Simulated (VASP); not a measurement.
# SrTiO3: single point with PBE

The system is SrTiO3.

```xyz
40
Lattice="7.8106 0.0000 0.0000 0.0000 7.8106 0.0000 0.0000 0.0000 7.8106" Properties=species:S:1:pos:R:3 pbc="T T T"
Sr    1.9526    1.9526    1.9526
Sr    1.9526    1.9526    5.8579
Sr    1.9526    5.8579    1.9526
Sr    1.9526    5.8579    5.8579
Sr    5.8579    1.9526    1.9526
Sr    5.8579    1.9526    5.8579
Sr    5.8579    5.8579    1.9526
Sr    5.8579    5.8579    5.8579
Ti    0.0000    0.0000    0.0000
Ti    0.0000    0.0000    3.9053
Ti    0.0000    3.9053    0.0000
Ti    0.0000    3.9053    3.9053
Ti    3.9053    0.0000    0.0000
Ti    3.9053    0.0000    3.9053
Ti    3.9053    3.9053    0.0000
Ti    3.9053    3.9053    3.9053
O     1.9526    0.0000    0.0000
O     1.9526    0.0000    3.9053
O     1.9526    3.9053    0.0000
O     1.9526    3.9053    3.9053
O     5.8579    0.0000    0.0000
O     5.8579    0.0000    3.9053
O     5.8579    3.9053    0.0000
O     5.8579    3.9053    3.9053
O     0.0000    1.9526    0.0000
O     0.0000    1.9526    3.9053
O     0.0000    5.8579    0.0000
O     0.0000    5.8579    3.9053
O     3.9053    1.9526    0.0000
O     3.9053    1.9526    3.9053
O     3.9053    5.8579    0.0000
O     3.9053    5.8579    3.9053
O     0.0000    0.0000    1.9526
O     0.0000    0.0000    5.8579
O     0.0000    3.9053    1.9526
O     0.0000    3.9053    5.8579
O     3.9053    0.0000    1.9526
O     3.9053    0.0000    5.8579
O     3.9053    3.9053    1.9526
O     3.9053    3.9053    5.8579
```

```json
{
 "Program": "VASP 6.6.1",
 "Task": "single point",
 "Functional": "PBE",
 "Potentials or basis": "VASP PAW PBE potentials, release 64 (Sr_sv, Ti_sv, O)",
 "Cutoff": "520 eV",
 "k mesh": "2 × 2 × 2",
 "Occupations": "gaussian, width 0.05 eV",
 "Spin": "no spin polarisation"
}
```

- Pressure: 4.9 GPa
- Band gap on the k mesh: 1.84 eV

Levels at points of the mesh, in eV from the valence-band top:
```
           k point  band 156  band 157  band 158  band 159  band 160  band 161  band 162  band 163  band 164  band 165
(0.00, 0.00, 0.00)     -0.09     -0.09      0.00      0.00      0.00      1.84      1.84      1.84      2.01      2.01
(0.50, 0.00, 0.00)     -0.60     -0.60     -0.60     -0.05     -0.05      1.92      1.92      2.90      2.90      2.90
(0.50, 0.50, 0.00)     -0.74     -0.52     -0.52     -0.52     -0.52      2.85      2.85      2.85      2.85      3.00
(0.50, 0.50, 0.50)     -0.62     -0.62     -0.62     -0.62     -0.62      3.33      3.33      3.33      3.33      3.33
```

It took 11 min on 1 thread of AMD EPYC 7R13 Processor (Zen 3) (shared host), peak memory 0.59 GiB.

Caveat: the cell stands under pressure. A k mesh can miss the band edges.
